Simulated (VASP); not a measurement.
Pb:

```
Pb
1.0
     0.00000    2.47502    2.47502
     2.47502    0.00000    2.47502
     2.47502    2.47502    0.00000
Pb
1
Direct
  0.00000 0.00000 0.00000
```

| Quantity | Value |
| --- | --- |
| Program | VASP 6.6.1 |
| Task | relaxation of cell and atoms |
| Functional | revPBE |
| Potentials or basis | VASP PAW PBE potentials, release 64 (Pb_d) |
| Cutoff | 600 eV |
| k mesh | 9 × 9 × 9 |
| Occupations | fermi-dirac, width 0.05 eV |
| Spin | no spin polarisation |

At the start: pressure 3.4 GPa; volume 30.32 Å³/atom.

Q: How do energy, volume and symmetry change on relaxing?

A: Over 3 steps the energy falls by 23.9 meV/atom and the volume is 32.71 Å³/atom (+7.9 %); space group Fm-3m (No. 225, to 0.05 Å).

Step by step:
| step | energy change (eV) | largest force (eV/Å) | pressure (GPa) | volume (Å³) |
| --- | --- | --- | --- | --- |
| 1 | 0.0000 | 0.0000 | 3.42 | 30.32 |
| 2 | -0.0230 | 0.0000 | -0.62 | 33.25 |
| 3 | -0.0239 | 0.0000 | 0.04 | 32.71 |

Final structure:
```yaml
crystal:
  lattice:
    - [0.00000, 2.53825, 2.53825]
    - [2.53825, 0.00000, 2.53825]
    - [2.53825, 2.53825, 0.00000]
  atoms:
    - { symbol: Pb, position: [0.00000, 0.00000, 0.00000] }
```

The cell as given is a measured one (30.32 Å³/atom); revPBE puts the equilibrium volume +7.9 % from it, thermal expansion not counted.

Caveat: the PAW data sets were made with another functional, which shifts forces and pressure a little.
